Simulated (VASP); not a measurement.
# BN (F-43m) in VASP: a series of runs, part 2 of 2

VASP 6.6.1. The steps go on from the part before.

### 3 Single point, PBEsol

INCAR

```
SYSTEM = BN
ALGO = Normal
EDIFF = 1E-6
ENCUT = 600
GGA = PS
GGA_COMPAT = .FALSE.
ISIF = 2
ISMEAR = 0
LASPH = .TRUE.
LCHARG = .TRUE.
LELF = .TRUE.
LREAL = .FALSE.
LVHAR = .TRUE.
LWAVE = .FALSE.
NBANDS = 11
NELM = 120
PREC = Accurate
SIGMA = 0.01
```

KPOINTS

```
k-points
0
G
  10 10 10
  0 0 0
```

POSCAR

```
BN
1.0
    0.0000000000      1.8075000000      1.8075000000
    1.8075000000      0.0000000000      1.8075000000
    1.8075000000      1.8075000000      0.0000000000
B N
1 1
Direct
    0.0000000000      0.0000000000      0.0000000000
    0.7500000000      0.7500000000      0.7500000000
```

Potentials or basis: VASP PAW PBE potentials, release 64 (B, N).

Launch:

```
> cat potpaw_PBE.64/B/POTCAR potpaw_PBE.64/N/POTCAR > POTCAR
> mpirun -np 1 vasp_std > vasp.out
```

OUTCAR:

```text
SYSTEM = BN
   EDIFF = 1E-6
   ENCUT = 600
   GGA = PS
   ISIF = 2
   ISMEAR = 0
   LASPH = .TRUE.
   LREAL = .FALSE.
   NELM = 120
   PREC = Accurate

 ion  position               nearest neighbor table
   1  0.000  0.000  0.000-   2 1.57   2 1.57   2 1.57   2 1.57
   2  0.750  0.750  0.750-   1 1.57   1 1.57   1 1.57   1 1.57

  LATTYP: Found a face centered cubic cell.
 ALAT       =     3.6150000000

  Lattice vectors:

 A1 = (   0.0000000000,   1.8075000000,   1.8075000000)
 A2 = (   1.8075000000,   0.0000000000,   1.8075000000)
 A3 = (   1.8075000000,   1.8075000000,   0.0000000000)

Analysis of symmetry for initial positions (statically):
=====================================================================
 Subroutine PRICEL returns:
 Original cell was already a primitive cell.

 Routine SETGRP: Setting up the symmetry group for a
 face centered cubic supercell.

 Subroutine GETGRP returns: Found 24 space group operations
 (whereof 24 operations were pure point group operations)
 out of a pool of 48 trial point group operations.

The static configuration has the point symmetry T_d .

Analysis of symmetry for dynamics (positions and initial velocities):
[... 166 lines left out ...]
 k-point     1 :       0.0000    0.0000    0.0000
  band No.  band energies     occupation
      1     -12.8906      2.00000
      2       7.3624      2.00000
      3       7.3624      2.00000
      4       7.3624      2.00000
      5      16.1240      0.00000
      6      16.1240      0.00000
      7      16.1240      0.00000
      8      17.6307      0.00000
      9      31.8727      0.00000
     10      35.0499      0.00000
     11      35.0499      0.00000
[... 309 lines left out ...]
 k-point    24 :       0.4000    0.3000    0.0000
  band No.  band energies     occupation
      1      -9.0866      2.00000
      2       0.5647      2.00000
      3       2.8141      2.00000
      4       3.2589      2.00000
      5      13.3107      0.00000
      6      17.8605      0.00000
      7      22.7933      0.00000
      8      22.8910      0.00000
      9      26.9040      0.00000
     10      34.3330      0.00000
     11      39.0135      0.00000

 [... further k-points ...]
[... 5 lines left out ...]
  --------------------------------------------------------------------------------------
  -------------------------------------------------------------------------------------
  Total       -0.1945823     -0.1945823     -0.1945823     -0.0000000      0.0000000     -0.0000000
  in kB      -26.3966633    -26.3966633    -26.3966633     -0.0000000      0.0000000     -0.0000000
  external PRESSURE =     -26.3966633 kB  Pullay stress =       0.0000000 kB

 VOLUME and BASIS-vectors are now :
 -----------------------------------------------------------------------------
  energy-cutoff  :      600.00
  volume of cell :       11.81
      direct lattice vectors                 reciprocal lattice vectors
     0.000000000  1.807500000  1.807500000    -0.276625173  0.276625173  0.276625173
     1.807500000  0.000000000  1.807500000     0.276625173 -0.276625173  0.276625173
     1.807500000  1.807500000  0.000000000     0.276625173  0.276625173 -0.276625173

 POSITION                                       TOTAL-FORCE (eV/Angst)
 -----------------------------------------------------------------------------------
      0.00000      0.00000      0.00000         0.000000      0.000000      0.000000
      2.71125      2.71125      2.71125        -0.000000     -0.000000     -0.000000
 -----------------------------------------------------------------------------------
    total drift:                               -0.000000     -0.000000     -0.000000

  FREE ENERGIE OF THE ION-ELECTRON SYSTEM (eV)
  ---------------------------------------------------
  free  energy   TOTEN  =       -18.3503165208 eV

  energy  without entropy=      -18.3503165208  energy(sigma->0) =      -18.35031652
```

OSZICAR:

```text
N       E                     dE             d eps       ncg     rms          rms(c)
DAV:   1     0.130005351701E+02    0.13001E+02   -0.53592E+03  1066   0.813E+02
DAV:   2    -0.186696562380E+02   -0.31670E+02   -0.30671E+02  1225   0.187E+02
DAV:   3    -0.192948843906E+02   -0.62523E+00   -0.62402E+00  1238   0.218E+01
DAV:   4    -0.192957121410E+02   -0.82775E-03   -0.82774E-03  1109   0.871E-01
DAV:   5    -0.192957128905E+02   -0.74950E-06   -0.74950E-06  1190   0.267E-02    0.653E+00
DAV:   6    -0.184539997798E+02    0.84171E+00   -0.26758E+00  1122   0.984E+00    0.323E+00
DAV:   7    -0.183707524809E+02    0.83247E-01   -0.98032E-02  1163   0.253E+00    0.186E+00
DAV:   8    -0.183502957517E+02    0.20457E-01   -0.32737E-02  1157   0.125E+00    0.178E-01
DAV:   9    -0.183502940396E+02    0.17121E-05   -0.83842E-04  1103   0.250E-01    0.793E-02
DAV:  10    -0.183503145655E+02   -0.20526E-04   -0.64147E-05  1142   0.768E-02    0.134E-02
DAV:  11    -0.183503164360E+02   -0.18705E-05   -0.40488E-06  1180   0.158E-02    0.826E-03
DAV:  12    -0.183503165208E+02   -0.84776E-07   -0.95044E-07   565   0.695E-03
   1 F= -.18350317E+02 E0= -.18350317E+02  d E =-.103470E-69
```

stdout:

```text
POSCAR found type information on POSCAR B N
 POSCAR found :  2 types and       2 ions
 scaLAPACK will be used
 -----------------------------------------------------------------------------
|                                                                             |
|                                                                             |
|     You enforced a specific xc type in the INCAR file but a different       |
|     I HOPE YOU KNOW WHAT YOU ARE DOING!                                     |
|                                                                             |
 -----------------------------------------------------------------------------

 LDA part: xc-table for (Slater+PW92), standard interpolation
 POSCAR, INCAR and KPOINTS ok, starting setup
 FFT: planning ... GRIDC
 FFT: planning ... GRID_SOFT
 FFT: planning ... GRID
 WAVECAR not read
 entering main loop
```

It took 6.1 s on 1 thread of Intel Xeon Platinum 8488C (Sapphire Rapids), shared host; peak memory 0.11 GiB.

What came out:

| Item | Value |
| --- | --- |
| Free energy | -18.3503 eV |
| Pressure | -2.6 GPa |
| Band gap on the k mesh | 4.28 eV (least direct gap 8.76 eV) |

Levels at points of the mesh, in eV from the valence-band top:
```tsv
k point	band 2	band 3	band 4	band 5	band 6	band 7
(0.00, 0.00, 0.00)	0.00	0.00	0.00	8.76	8.76	8.76
(0.50, 0.00, 0.00)	-10.78	-1.95	-1.95	10.09	10.62	10.62
(0.50, 0.50, 0.00)	-8.96	-4.94	-4.94	4.28	9.09	17.88
```

Caveat: the PAW data sets were made with another functional, which shifts forces and pressure a little. A k mesh can miss the band edges.
